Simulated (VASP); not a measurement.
# Mn (P6_3/mmc) in VASP: single point with r2SCAN

Aim: the single point of Mn with r2SCAN.

All numbers are computed with VASP 6.6.1; they aren't measurements. Logs are shortened: lines on timing, memory, paths and dates and some standing lists are left out, and cuts for length are marked.

### 1 The cell of the first run

Symmetry: P6_3/mmc, No. 194, hexagonal system. Conventional cell: a = 3.657 Å, b = 3.657 Å, c = 4.345 Å, α = 90.00°, β = 90.00°, γ = 120.00°. Mn (site symmetry -6m2) has 5 Mn at 2.11 to 2.17 Å within 2.8 Å. Within 2.8 Å of Mn (site symmetry -6m2) lie 3 Mn at 2.11 Å.

This isn't the form of Mn at room conditions, which is a 58-atom cubic cell.

### 2 Single point, r2SCAN, collinear spin

POSCAR reads:

```
Mn
1.0
    3.6568867433      0.0000000000      0.0000000000
   -1.8284433716      3.1669568185      0.0000000000
    0.0000000000      0.0000000000      4.3452601904
Mn
4
Direct
    0.0000000000      0.0000000000      0.2500000000
    0.0000000000      0.0000000000      0.7500000000
    0.3333333333      0.6666666667      0.7500000000
    0.6666666667      0.3333333333      0.2500000000
```

INCAR.step1 reads:

```
SYSTEM = Mn
ALGO = Normal
EDIFF = 1E-5
ENCUT = 660
GGA = PE
GGA_COMPAT = .False.
ISMEAR = 0
ISPIN = 2
LASPH = .True.
LCHARG = .False.
LMAXMIX = 4
LREAL = .False.
LWAVE = .True.
MAGMOM = 0 0 0.12 0.12
NBANDS = 42
NELM = 200
PREC = Accurate
SIGMA = 0.1
```

INCAR.step2 reads:

```
SYSTEM = Mn
ALGO = Normal
EDIFF = 1E-6
ENCUT = 660
GGA_COMPAT = .False.
ISIF = 2
ISMEAR = 0
ISPIN = 2
ISTART = 1
LASPH = .True.
LCHARG = .False.
LMAXMIX = 4
LMIXTAU = .True.
LORBIT = 11
LREAL = .False.
LWAVE = .False.
MAGMOM = 0 0 0.12 0.12
METAGGA = R2SCAN
NBANDS = 42
NELM = 200
PREC = Accurate
SIGMA = 0.1
```

KPOINTS reads:

```
k-points
0
Gamma
  9 9 2
  0 0 0
```

Potentials or basis: VASP PAW PBE potentials, release 64 (Mn_sv).

The run is started by

```
$ cat potpaw_PBE.64/Mn_sv/POTCAR > POTCAR
$ cp INCAR.step1 INCAR
$ mpirun -np 1 vasp_std > vasp.out
$ cp INCAR.step2 INCAR
$ mpirun -np 1 vasp_std > vasp.out
```

OUTCAR:

```text
SYSTEM = Mn
   EDIFF = 1E-6
   ENCUT = 660
   ISIF = 2
   ISMEAR = 0
   ISPIN = 2
   ISTART = 1
   LASPH = .True.
   LORBIT = 11
   LREAL = .False.
   METAGGA = R2SCAN
   NELM = 200
   PREC = Accurate

 ion  position               nearest neighbor table
   1  0.000  0.000  0.250-   4 2.11   4 2.11   4 2.11   2 2.17   2 2.17
   2  0.000  0.000  0.750-   3 2.11   3 2.11   3 2.11   1 2.17   1 2.17
   3  0.333  0.667  0.750-   2 2.11   2 2.11   2 2.11
   4  0.667  0.333  0.250-   1 2.11   1 2.11   1 2.11

  LATTYP: Found a hexagonal cell.
 ALAT       =     3.6568867433
 C/A-ratio  =     1.1882402971

  Lattice vectors:

 A1 = (   3.6568867433,   0.0000000000,   0.0000000000)
 A2 = (  -1.8284433716,   3.1669568185,   0.0000000000)
 A3 = (   0.0000000000,   0.0000000000,   4.3452601904)

Analysis of symmetry for initial positions (statically):
=====================================================================
 Subroutine PRICEL returns:
 Original cell was already a primitive cell.

 Routine SETGRP: Setting up the symmetry group for a
 hexagonal supercell.

 Subroutine GETGRP returns: Found 24 space group operations
 (whereof 12 operations were pure point group operations)
 out of a pool of 24 trial point group operations.

The static configuration has the point symmetry D_3d.
 The point group associated with its full space group is D_6h.

Analysis of symmetry for dynamics (positions and initial velocities):
=====================================================================
 Subroutine PRICEL returns:
 Original cell was already a primitive cell.

 Routine SETGRP: Setting up the symmetry group for a
 hexagonal supercell.

 Subroutine GETGRP returns: Found 24 space group operations
 (whereof 12 operations were pure point group operations)
 out of a pool of 24 trial point group operations.

The dynamic configuration has the point symmetry D_3d.
 The point group associated with its full space group is D_6h.

Analysis of structural, dynamic, and magnetic symmetry:
=====================================================================
 Subroutine PRICEL returns:
 Original cell was already a primitive cell.

 Routine SETGRP: Setting up the symmetry group for a
 hexagonal supercell.

 Subroutine GETGRP returns: Found 24 space group operations
 (whereof 12 operations were pure point group operations)
 out of a pool of 24 trial point group operations.

The overall configuration has the point symmetry D_3d.
 The point group associated with its full space group is D_6h.

 Subroutine INISYM returns: Found 24 space group operations
 (whereof 12 operations are pure point group operations),
[... 129 lines left out ...]
   LRPA    =     F    only Hartree local field effects (RPA)
 spin polarized calculation
 Gauss-broadening in eV      SIGMA  =   0.10
  energy-cutoff  :      660.00
  volume of cell :       50.32
 maximum number of plane-waves:      1962
 NGX is ok and might be reduce to    32
   NGX = 15   NGY = 15   NGZ = 19

 number of electron      59.9999991 magnetization       0.0009967

 number of electron      59.9999991 magnetization      -0.0002973

 Free energy of the ion-electron system (eV)
  ---------------------------------------------------
  ext. energy  EPLUGINS =         0.00000000
  ---------------------------------------------------
  free energy    TOTEN  =       -53.97181793 eV

  energy without entropy =      -53.95479942  energy(sigma->0) =      -53.96330867

 E-fermi :  11.5630     XC(G=0): -13.9852

 val. band max:       11.5481333102   @ k =   0.1111   0.1111   0.5000
 cond. band min:      11.5770762810   @ k =   0.2222   0.2222   0.0000
 fundamental gap:      0.0289429708
 Fermi energy:        11.5630476283

 spin component 1

 k-point     1 :       0.0000    0.0000    0.0000
  band No.  band energies     occupation
      1     -71.1150      1.00000
      2     -70.9697      1.00000
      3     -70.6141      1.00000
      4     -70.5200      1.00000
      5     -39.0895      1.00000
      6     -38.9557      1.00000
[... 1069 lines left out ...]
     41      15.2639      0.00000
     42      15.2639      0.00000
 Fermi energy:        11.5630476283

 spin component 2

 k-point     1 :       0.0000    0.0000    0.0000
  band No.  band energies     occupation
      1     -71.1151      1.00000
      2     -70.9698      1.00000
      3     -70.6142      1.00000
      4     -70.5201      1.00000
      5     -39.0894      1.00000
      6     -38.9558      1.00000
[... 1069 lines left out ...]
     41      15.2638      0.00000
     42      15.2638      0.00000

------------------------ aborting loop because EDIFF is reached ----------------------------------------

  FORCE on cell =-STRESS in cart. coord.  units (eV):
  Direction    XX          YY          ZZ          XY          YZ          ZX
  --------------------------------------------------------------------------------------
  -------------------------------------------------------------------------------------
  Total       -0.3978797     -0.3978797     -0.5879914     -0.0000000     -0.0000000     -0.0000000
  in kB      -12.6675592    -12.6675592    -18.7202714     -0.0000000     -0.0000000     -0.0000000
  external PRESSURE =     -14.6851300 kB  Pullay stress =       0.0000000 kB

 VOLUME and BASIS-vectors are now :
 -----------------------------------------------------------------------------
  energy-cutoff  :      660.00
  volume of cell :       50.32
      direct lattice vectors                 reciprocal lattice vectors
     3.656886743  0.000000000  0.000000000     0.273456650  0.157880271  0.000000000
    -1.828443372  3.166956819  0.000000000     0.000000000  0.315760542  0.000000000
     0.000000000  0.000000000  4.345260190     0.000000000  0.000000000  0.230135816

 POSITION                                       TOTAL-FORCE (eV/Angst)
 -----------------------------------------------------------------------------------
      0.00000      0.00000      1.08632        -0.000000      0.000000      0.000000
      0.00000      0.00000      3.25895        -0.000000      0.000000      0.000000
     -0.00000      2.11130      3.25895        -0.000000      0.000000     -0.000000
      1.82844      1.05565      1.08632         0.000000     -0.000000     -0.000000
 -----------------------------------------------------------------------------------
    total drift:                               -0.000000      0.000000      0.000000

  FREE ENERGIE OF THE ION-ELECTRON SYSTEM (eV)
  ---------------------------------------------------
  free  energy   TOTEN  =       -53.9718179280 eV

  energy  without entropy=      -53.9547994168  energy(sigma->0) =      -53.96330867

 total charge

# of ion       s       p       d       tot
------------------------------------------
    1        2.298   6.091   4.885  13.275
    2        2.298   6.091   4.885  13.275
    3        2.231   6.058   4.833  13.122
    4        2.231   6.058   4.833  13.122
--------------------------------------------------
tot          9.059  24.299  19.436  52.793

 magnetization (x)

# of ion       s       p       d       tot
------------------------------------------
    1       -0.000   0.000   0.000   0.000
    2       -0.000   0.000   0.000   0.000
    3        0.000  -0.000  -0.000  -0.000
    4        0.000  -0.000  -0.000  -0.000
--------------------------------------------------
tot          0.000   0.000  -0.000  -0.000
```

OUTCAR.step1:

```text
SYSTEM = Mn
   EDIFF = 1E-5
   ENCUT = 660
   GGA = PE
   ISMEAR = 0
   ISPIN = 2
[... 2409 lines left out ...]
      0.00000      0.00000      1.08632        -0.000000     -0.000000     -0.000000
      0.00000      0.00000      3.25895        -0.000000      0.000000     -0.000000
     -0.00000      2.11130      3.25895        -0.000000      0.000000      0.000000
      1.82844      1.05565      1.08632         0.000000     -0.000000     -0.000000
 -----------------------------------------------------------------------------------
    total drift:                               -0.000000      0.000000      0.000000

  FREE ENERGIE OF THE ION-ELECTRON SYSTEM (eV)
  ---------------------------------------------------
  free  energy   TOTEN  =       -32.6465046658 eV

  energy  without entropy=      -32.6280280701  energy(sigma->0) =      -32.63726637
```

Wall time 4.4 min (1 thread of Intel Xeon 6975P-C (Granite Rapids), shared host); peak memory 0.28 GiB.

Results:

```
Free energy                                           : -53.9718 eV
Pressure                                              : -1.5 GPa
Band gap on the k mesh                                : zero (filled and empty bands overlap)
Net moment                                            : 0.00 μB per cell
Valence electrons inside the program's atomic spheres : Mn 13.28, 13.12 (each value once)
```

Caveat: the k points lie up to 0.72 Å⁻¹ apart, too coarse for converged energies and pressures of a metal; the PAW data sets were made with another functional, which shifts forces and pressure a little.
